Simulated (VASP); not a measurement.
Here is a VASP 6.6.1 calculation.

INCAR

```
SYSTEM = Au
PREC = Accurate
ENCUT = 520
EDIFF = 1E-6
ISMEAR = 0
SIGMA = 0.1
LREAL = .FALSE.
LASPH = .TRUE.
NELM = 60
ALGO = Fast
ISIF = 2
LWAVE = .FALSE.
LCHARG = .TRUE.
GGA = PS
LELF = .TRUE.
LVHAR = .TRUE.
NBANDS = 18
```

The input KPOINTS:

```
Automatic mesh
0
G
  16 16 16
  0 0 0
```

The input POSCAR:

```
Au
1.0
    3.1124609163      0.0000000000      0.0000000000
    0.0000000000      3.2745682557      0.0000000000
    0.0000000000      0.0000000000      3.2745682557
Au
2
Direct
    0.0000000000      0.0000000000      0.0000000000
    0.5000000000      0.5000000000      0.5000000000
```

Potentials or basis: VASP PAW PBE potentials, release 64 (Au).

Launch:

```bash
$ cat potpaw_PBE.64/Au/POTCAR > POTCAR
$ mpirun -np 1 vasp_std > vasp.out
```

Question: Estimate the pressure.

Answer: 3.9 GPa.

Question: Estimate the band gap on the k mesh.

Answer: Zero (band 11 reaches 12.89 eV, above the bottom of band 12 at 7.46 eV).

Stress tensor (GPa, compression positive):
```
3.41 0.00 0.00
0.00 4.07 0.00
0.00 0.00 4.07
```

Caveat: the cell differs from its parent crystal (uniaxial strain along a: -4.0 %); the PAW data sets were made with another functional, which shifts forces and pressure a little; spin-orbit coupling is left out, which moves the levels of the heavy elements.
